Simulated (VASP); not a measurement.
Input of a VASP 6.6.1 run:

Contents of INCAR:

```
  PREC = Accurate
  ENCUT = 500
  EDIFF = 1E-6
  ISMEAR = 0
  SIGMA = 0.2
  LREAL = False
  LASPH = True
  NELM = 120
  ALGO = Normal
  ISIF = 2
  LWAVE = False
  LCHARG = True
  GGA = PE
  LELF = True
  LVHAR = True
  NBANDS = 18
  GGA_COMPAT = False
```

File KPOINTS:

```
Automatic mesh
0
Gamma
  5 5 4
```

Contents of POSCAR:

```
TiH5
1.0
    3.7570663432      0.0000000000      0.0000000000
   -1.8785331716      3.2537148969      0.0000000000
    0.0000000000      0.0000000000      5.0068105698
Ti H
1 5
Direct
    0.6666666700      0.3333333300      0.5000000000
    0.1671735011      0.8328264989      0.5000000000
    0.1671735011      0.3343469923      0.5000000000
    0.6656530077      0.8328264989      0.5000000000
    0.6666666700      0.3333333300      0.0821439219
    0.6666666700      0.3333333300      0.9178560781
```

Potentials or basis: VASP PAW PBE potentials, release 64 (Ti_sv, H).

Command:

```console
$ cat potpaw_PBE.64/Ti_sv/POTCAR potpaw_PBE.64/H/POTCAR > POTCAR
$ mpirun -np 1 vasp_std > vasp.out
```

What does it give for the band gap on the k mesh?

Zero (an odd number of electrons rules out a gap without spin polarisation).

Estimate the largest force.

0.085 eV/Å.

Predict the pressure.

-0.3 GPa.

Forces in eV/Å, atoms in the order of the input:
```
Ti   0.000  0.000  0.000
H   -0.011  0.007  0.000
H    0.000 -0.013  0.000
H    0.011  0.007  0.000
H    0.000  0.000  0.085
H    0.000  0.000 -0.085
```

Caveat: the k points lie up to 0.39 Å⁻¹ apart, too coarse for converged energies and pressures of a metal.
